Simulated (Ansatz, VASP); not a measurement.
**Two plane-wave programs on Pb**

```
CELL_PARAMETERS angstrom
3.03861 -1.75032 0.00000
3.03861 1.75032 0.00000
-2.11546 0.00000 6.09522
ATOMIC_POSITIONS crystal
Pb 0.09149 0.09149 0.27371
Pb 0.90851 0.90851 0.72629
```

Alike in both runs: task single point; functional PBE; k mesh 6 × 6 × 4; occupations gaussian, width 0.1 eV; no spin polarisation.

```csv
,VASP,Ansatz
version,VASP 6.6.1,Ansatz 0.2.0
potentials or method,"VASP PAW PBE potentials, release 64 (Pb_d), cutoff 520 eV","scalar-relativistic, plane waves, PAW"
valence electrons in the cell,28,28
```

VASP gave:

* gap on the k mesh at the Fermi level (eV): none
* pressure (GPa): 1.2
* traceless stress, the component that is largest in VASP (GPa): 1.78
* rms of the force components (eV/Å): 0.109

Problem. Which values does Ansatz return?

Solution. gap on the k mesh at the Fermi level (eV): none; pressure (GPa): 1.3; traceless stress, the component that is largest in VASP (GPa): 1.78; rms of the force components (eV/Å): 0.108.

Atom by atom the forces differ by 0.001 eV/Å (rms over components). A gap of «none» marks a metal or a gap that the smearing closes. With one functional, cell and mesh, what is left measures potentials, basis and numerics.

Neither program's run includes spin-orbit coupling.
